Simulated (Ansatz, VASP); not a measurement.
## Au in VASP and in Ansatz

File INCAR:

```
PREC = Accurate
ENCUT = 520
EDIFF = 1E-7
ISMEAR = 0
SIGMA = 0.15
LREAL = False
LASPH = True
NELM = 60
ALGO = Fast
ISIF = 2
LWAVE = False
LCHARG = False
GGA = PS
NBANDS = 12
```

Contents of KPOINTS:

```
regular mesh
0
Gamma
  28 28 28
```

Contents of POSCAR:

```
Au
1.0
    0.0000000000      2.3572410582      1.5322066878
    2.3572410582      0.0000000000      1.5322066878
    2.3572410582      2.3572410582      0.0000000000
Au
1
Direct
    0.0000000000      0.0000000000      0.0000000000
```

Input for Ansatz:

```yaml
crystal:
  lattice:
    - [0.0, 2.3572410582, 1.5322066878]
    - [2.3572410582, 0.0, 1.5322066878]
    - [2.3572410582, 2.3572410582, 0.0]
  atoms:
    - { symbol: Au, position: [0.0, 0.0, 0.0] }
basis:
  ecutwfc: 420
kpoints:
  mp_grid: { grid: [28, 28, 28] }
hamiltonian:
  xc: pbesol
scf:
  occupations: { method: gaussian, width: 0.15 }
output:
  forces: true
  stress: true
  eigenvalues: true
```

Alike in both runs: task single point; functional PBEsol; k mesh 28 × 28 × 28; occupations gaussian, width 0.15 eV; no spin polarisation.

|  | VASP | Ansatz |
| --- | --- | --- |
| version | VASP 6.6.1 | Ansatz 0.2.0 |
| potentials or method | VASP PAW PBE potentials, release 64 (Au), cutoff 520 eV | scalar-relativistic, plane waves, PAW |
| valence electrons in the cell | 11 | 19 |

```csv
,VASP,Ansatz,Ansatz less VASP
gap on the k mesh at the Fermi level (eV),none,none,-
pressure (GPa),0.1,0.4,+0.28
"traceless stress, the component that is largest in VASP (GPa)",-0.47,-0.46,+0.006
```

VASP's potentials were made for PBE, not for PBEsol. A gap of «none» marks a metal or a gap that the smearing closes. The functional is the same, so the differences come from potentials, cutoffs and numerics. VASP's potentials hold 11 valence electrons a cell and Ansatz's 19, so a difference there can come from the potentials and not from the codes.

Spin-orbit coupling is off throughout.
